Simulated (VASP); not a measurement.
# H3C2N in VASP: notebook, part 2 of 2

VASP 6.6.1.

## 3. Single point, PBEsol

INCAR

```
PREC = Accurate ; ENCUT = 520
EDIFF = 1E-6 ; ISMEAR = -1
SIGMA = 0.02 ; LREAL = Auto
LASPH = True ; NELM = 120
ALGO = Normal ; ISIF = 2
LWAVE = False ; LCHARG = True
GGA = PS ; LELF = True
LVHAR = True ; NBANDS = 72
GGA_COMPAT = False
```

KPOINTS

```
regular mesh
0
Gamma
  1 1 1
```

POSCAR

```
H3C2N
1.0
    8.7876200000      0.0000000000      0.0000000000
    0.0000000000      8.7876200000      0.0000000000
    0.0000000000      0.0000000000      8.7876200000
C N H
12 6 18
Direct
    1.0925028620      0.3621572166      0.5756621247
    0.9917133422      0.3919377488      0.7119106197
    0.4216955217      0.0507532187      0.4320851380
    0.3771555893      0.1747003170      0.3461915741
    0.6637405805      0.9410966792      1.0004642895
    0.5388944902      0.8644661467      0.9039421368
    0.2246114420      0.6324693148      0.9773294703
    0.1256199062      0.7547777441      1.0214711150
    0.9448292029      0.7107385162      0.5104226173
    0.8581732028      0.8515616287      0.5228947087
    0.5346726417      0.4744743173      0.8914472861
    0.4549354660      0.3858610181      0.7755797360
    0.9061725473      0.4363297457      0.8034257285
    0.3668911491      0.2938907235      0.2831028196
    0.4489383929      0.8384864161      0.8189817038
    0.0425712537      0.8379174338      1.0751261434
    0.8404664744      0.9898129414      0.5167269409
    0.4395388057      0.3102887926      0.6753136799
    1.0357525701      0.3462029537      0.4747019102
    1.1694292653      0.4637319320      0.5809422802
    1.1630225249      0.2652822949      0.5901825523
    0.5231678202     -0.0000910372      0.3695426065
    0.4220596703      0.0273908066      0.5544732248
    0.3311818217     -0.0284604933      0.3870217420
    0.7102719508      0.8523468243      1.0722584727
    0.7710961557      0.9485162080      0.9311508691
    0.6568672746      1.0443669617      1.0645658324
    0.2301305701      0.6162988386      0.8530523623
    0.3414007433      0.6786592957      1.0215393929
    0.2360252264      0.5352302444      1.0677635128
    1.0489301995      0.7589768333      0.4634815798
    0.9646297860      0.6577093684      0.6250384063
    0.8743095400      0.6332658900      0.4489156336
    0.5004426682      0.4928752040      1.0110928784
    0.6685086519      0.4423040596      0.9042038686
    0.5536766497      0.5825809491      0.8227711257
```

Potentials or basis: VASP PAW PBE potentials, release 64 (C, N, H).

Launch:

```bash
$ cat potpaw_PBE.64/C/POTCAR potpaw_PBE.64/N/POTCAR potpaw_PBE.64/H/POTCAR > POTCAR
$ mpirun -np 1 vasp_gam > vasp.out
```

OUTCAR:

```text
PREC = Accurate
   ENCUT = 520
   EDIFF = 1E-6
   ISMEAR = -1
   LREAL = Auto
   LASPH = True
   NELM = 120
   ISIF = 2
   GGA = PS

 ion  position               nearest neighbor table
   1  0.093  0.362  0.576-  19 1.03  21 1.06  20 1.12   2 1.51
   2  0.992  0.392  0.712-  13 1.17   1 1.51
   3  0.422  0.051  0.432-  23 1.09  24 1.13  22 1.14   4 1.38
   4  0.377  0.175  0.346-  14 1.19   3 1.38
[... 336 lines left out ...]
  -------------------------------------------------------------------------------------
  Total        0.9257009      0.8503064      3.9520286     -2.3096996      7.0457607      1.8159295
  in kB        2.1855839      2.0075770      9.3307565     -5.4532106     16.6350713      4.2874173
  external PRESSURE =       4.5079725 kB  Pullay stress =       0.0000000 kB

 VOLUME and BASIS-vectors are now :
 -----------------------------------------------------------------------------
  energy-cutoff  :      520.00
  volume of cell :      678.60
      direct lattice vectors                 reciprocal lattice vectors
     8.787620000  0.000000000  0.000000000     0.113796455  0.000000000  0.000000000
     0.000000000  8.787620000  0.000000000     0.000000000  0.113796455  0.000000000
     0.000000000  0.000000000  8.787620000     0.000000000  0.000000000  0.113796455

 POSITION                                       TOTAL-FORCE (eV/Angst)
 -----------------------------------------------------------------------------------
      0.81288      3.18250      5.05870         0.428348      1.923705      4.042254
      8.71480      3.44420      6.25600         0.189035     -0.322910     -1.630783
      3.70570      0.44600      3.79700        -0.220857     -4.115124     -1.754469
      3.31430      1.53520      3.04220         0.569793      5.260989     -0.554881
      5.83270      8.27000      0.00408         0.642195     -3.008406     -2.143882
      4.73560      7.59660      7.94350         6.941726      4.730203      6.077706
[... 28 lines left out ...]
      5.87460      3.88680      7.94580        -2.365117     -0.230509     -0.584433
      4.86550      5.11950      7.23020        -0.420141     -0.194678      1.168851
 -----------------------------------------------------------------------------------
    total drift:                                0.004366     -0.040128     -0.035425

  FREE ENERGIE OF THE ION-ELECTRON SYSTEM (eV)
  ---------------------------------------------------
  free  energy   TOTEN  =      -220.5656733031 eV

  energy  without entropy=     -220.5656733031  energy(sigma->0) =     -220.56567330
```

stdout:

```text
POSCAR found type information on POSCAR C N H
 POSCAR found :  3 types and      36 ions
 scaLAPACK will be used
 -----------------------------------------------------------------------------
|                                                                             |
|                                                                             |
|     You enforced a specific xc type in the INCAR file but a different       |
|     I HOPE YOU KNOW WHAT YOU ARE DOING!                                     |
|                                                                             |
 -----------------------------------------------------------------------------

 LDA part: xc-table for (Slater+PW92), standard interpolation
 POSCAR, INCAR and KPOINTS ok, starting setup
 FFT: planning ... GRIDC
 FFT: planning ... GRID_SOFT
 FFT: planning ... GRID
 WAVECAR not read
 entering main loop
```

Run time: 4.5 min. Hardware: 1 thread of AMD EPYC 7R43 (Zen 3), shared host; peak memory 0.65 GiB.

Results:

* Free energy: -220.5657 eV
* Pressure: 0.5 GPa
* Largest force: 10.368 eV/Å
* Band gap on the k mesh: 5.38 eV

Forces on the atoms (eV/Å):
```
C    0.428  1.924  4.042
C    0.189 -0.323 -1.631
C   -0.221 -4.115 -1.754
C    0.570  5.261 -0.555
C    0.642 -3.008 -2.144
C    6.942  4.730  6.078
C    2.669  0.382  2.510
C    1.719 -3.318 -0.964
C   -0.695  0.893  1.798
C    0.167  6.080 -0.076
C    2.993  0.857 -0.936
C    2.609  3.781  7.143
N    0.354 -0.253  0.017
N   -0.397 -2.078  0.537
N   -5.266 -1.999 -5.007
N   -2.503  2.867  1.363
N   -0.039 -5.473  0.382
N   -1.812 -4.372 -6.033
H   -1.670  0.084 -2.283
H   -0.194 -0.537 -0.659
H    0.843 -1.063  0.525
H   -0.337  0.429  0.967
H    0.165  1.080  0.163
H    0.232 -0.529  0.490
H   -0.130 -0.446  0.991
H   -0.795  0.358 -0.310
H   -1.134  0.809  0.182
H    0.088 -0.492  0.445
H   -1.075 -0.148 -1.356
H   -1.342  0.579 -1.705
H    0.491 -0.810 -0.600
H   -0.073  0.426 -0.491
H    0.073 -0.960 -1.085
H   -0.705 -0.191 -0.626
H   -2.365 -0.231 -0.584
H   -0.420 -0.195  1.169
```

Stress tensor (GPa, compression positive):
```
 0.22 -0.55  0.43
-0.55  0.20  1.66
 0.43  1.66  0.93
```

Caveat: the k points lie up to 0.72 Å⁻¹ apart; the atoms stand as in a frame of molecular dynamics; the PAW data sets were made with another functional, which shifts forces and pressure a little.

## 4. Single point, PBEsol

INCAR

```
PREC = Accurate ; ENCUT = 520
EDIFF = 1E-6 ; ISMEAR = -1
SIGMA = 0.02 ; LREAL = Auto
LASPH = T ; NELM = 120
ALGO = Normal ; ISIF = 2
LWAVE = F ; LCHARG = F
GGA = PS ; NBANDS = 72
GGA_COMPAT = F
```

KPOINTS is that of step 3.

POSCAR

```
H3C2N
1.0
    8.7876200000      0.0000000000      0.0000000000
    0.0000000000      8.7876200000      0.0000000000
    0.0000000000      0.0000000000      8.7876200000
C N H
12 6 18
Direct
    1.0991940935      0.3550449382      0.5756507450
    0.9844303691      0.3906632285      0.6897203111
    0.4049902021      0.0304405516      0.4345203821
    0.3722054436      0.1649479609      0.3509824048
    0.6716494341      0.9578247580      1.0249988051
    0.5666949641      0.8936549373      0.9125565284
    0.2036728944      0.6466824920      1.0059037601
    0.0937568989      0.7582143971      1.0595132698
    0.9425760331      0.7277852251      0.5270937979
    0.8862809270      0.8834815342      0.4894954493
    0.5393838150      0.5165790055      0.9188494723
    0.4949462995      0.3977755069      0.7923191945
    0.9003347892      0.4212061969      0.7915339990
    0.3505272190      0.2900330237      0.3244792105
    0.4963573755      0.8309417112      0.8277781697
    0.0126314065      0.8607563823      1.0759454778
    0.8264353716      1.0005894656      0.4803348347
    0.4326427406      0.3326270367      0.7003716592
    1.0431493396      0.3514262110      0.4651543876
    1.1617138656      0.4655526752      0.5645669704
    1.1831872566      0.2795637499      0.6087541337
    0.5278562341      0.0118234516      0.3942364372
    0.4181792112      0.0406708529      0.5548715124
    0.3401603620     -0.0649777756      0.3973885990
    0.6741301968      0.8660820563      1.1189605377
    0.7741117618      0.9891187830      0.9665757054
    0.6293399123      1.0758885796      1.0734078169
    0.2209813351      0.6694304032      0.8710891003
    0.3040641266      0.7027841441      1.0506712853
    0.1810501592      0.5239188768      1.0100573307
    1.0365605249      0.6860446856      0.4712197387
    1.0041626743      0.7213102069      0.6339828076
    0.8390440187      0.6477294193      0.5439242935
    0.5287324668      0.4326768795      1.0170671923
    0.6572086640      0.5549853089      0.8902865622
    0.4588500641      0.6163784961      0.9198395015
```

Launch:

```bash
$ cat potpaw_PBE.64/C/POTCAR potpaw_PBE.64/N/POTCAR potpaw_PBE.64/H/POTCAR > POTCAR
$ mpirun -np 1 vasp_gam > vasp.out
```

Wall time 3.5 min (1 thread of AMD EPYC 7R43 (Zen 3), shared host); peak memory 0.64 GiB.

It converged, with:

```yaml
Free_energy: -221.5705 eV
Pressure: 0.6 GPa
Largest_force: 7.649 eV/Å
Band_gap_on_the_k_mesh: 5.96 eV
```

Forces on the atoms (eV/Å):
```
C   -1.977  3.719 -0.235
C   -1.173 -0.007  2.285
C    2.763 -0.467 -1.979
C   -0.220 -1.685  2.088
C   -2.398  0.626  1.198
C    4.325  3.917  4.945
C   -0.277  1.616 -2.828
C   -0.133 -1.240 -1.213
C   -3.173  1.006  1.553
C    0.865 -2.127  0.860
C   -0.299 -2.965 -1.532
C    1.831  5.115  4.374
N    1.516 -0.490 -2.115
N   -0.586  3.183 -1.646
N   -4.168 -3.098 -4.794
N   -0.520  0.653  0.636
N   -0.233  0.661 -0.362
N   -1.762 -2.767 -3.069
H    0.066 -0.952 -0.397
H    0.159 -0.313  0.065
H    1.385 -2.011  0.423
H   -0.792 -0.461  0.507
H   -0.407  0.483  1.087
H   -0.683 -0.968 -0.130
H    0.701  1.348 -0.887
H    1.187 -0.379  0.001
H    0.251 -1.909 -0.550
H   -0.510 -0.199  2.217
H    1.089 -0.956  0.457
H    0.135  0.150  0.849
H    1.452 -1.022 -2.836
H   -0.450  0.796  1.343
H    1.440  0.774 -0.611
H    0.446  1.405 -0.088
H   -0.411 -0.331  0.552
H    0.565 -1.103 -0.169
```

Stress tensor (GPa, compression positive):
```
 1.12 -0.12  1.62
-0.12  0.26  0.78
 1.62  0.78  0.56
```

Levels at points of the mesh, in eV from the valence-band top:
```csv
k point,band 46,band 47,band 48,band 49,band 50,band 51
"(0.00, 0.00, 0.00)",-0.20,-0.06,0.00,5.96,6.62,6.86
```

Caveat: the k points lie up to 0.72 Å⁻¹ apart; the atoms stand as in a frame of molecular dynamics; the PAW data sets were made with another functional, which shifts forces and pressure a little.

## 5. The runs side by side

```csv
cell,gap on the mesh (eV),pressure (GPa),largest force (eV/Å)
"as given, atomic positions A",5.31,-1.0,10.62
"as given, atomic positions B",5.38,0.5,10.37
"as given, atomic positions C",5.96,0.6,7.65
```

Alike in all rows: task single point; level PBEsol; potentials or basis VASP PAW PBE potentials, release 64 (C, N, H); no spin polarisation; k mesh 1 × 1 × 1; cutoff (eV) 520; smearing fermi-dirac 0.02 eV.

Caveats: all runs use coarse meshes; the atoms stand as in a frame of molecular dynamics; the PAW data sets were made with another functional, which shifts forces and pressure a little.

Absolute energies hang on the potentials; compare differences alone.
